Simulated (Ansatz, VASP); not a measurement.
# Two plane-wave programs on ZnSe

```
CELL_PARAMETERS angstrom
0.00000 2.83244 2.83244
2.83244 0.00000 2.83244
2.83244 2.83244 0.00000
ATOMIC_POSITIONS crystal
Zn 0.00000 0.00000 0.00000
Se 0.25000 0.25000 0.25000
```

Alike in both runs: task relaxation of cell and atoms; functional r2SCAN; k mesh 8 × 8 × 8; occupations gaussian, width 0.02 eV; no spin polarisation.

|  | VASP | Ansatz |
| --- | --- | --- |
| version | VASP 6.6.1 | Ansatz 0.2.0 |
| potentials or method | VASP PAW PBE potentials, release 64 (Zn, Se), cutoff 600 eV | scalar-relativistic, plane waves, PAW |
| valence electrons in the cell | 18 | 28 |

Ansatz gave:

```
gap on the k mesh at the Fermi level, each at its own relaxed structure (eV) : 1.87
relaxed volume (Å³/atom)                                                     : 22.72
relaxed cell length with the largest relative difference (Å)                 : 4.006
```

Estimate VASP's values.

gap on the k mesh at the Fermi level, each at its own relaxed structure (eV): 1.87; relaxed volume (Å³/atom): 22.76; relaxed cell length with the largest relative difference (Å): 4.008.

VASP's potentials were made for PBE, not for r2SCAN. VASP's potentials hold 18 valence electrons a cell and Ansatz's 28, so a difference there can come from the potentials and not from the codes.
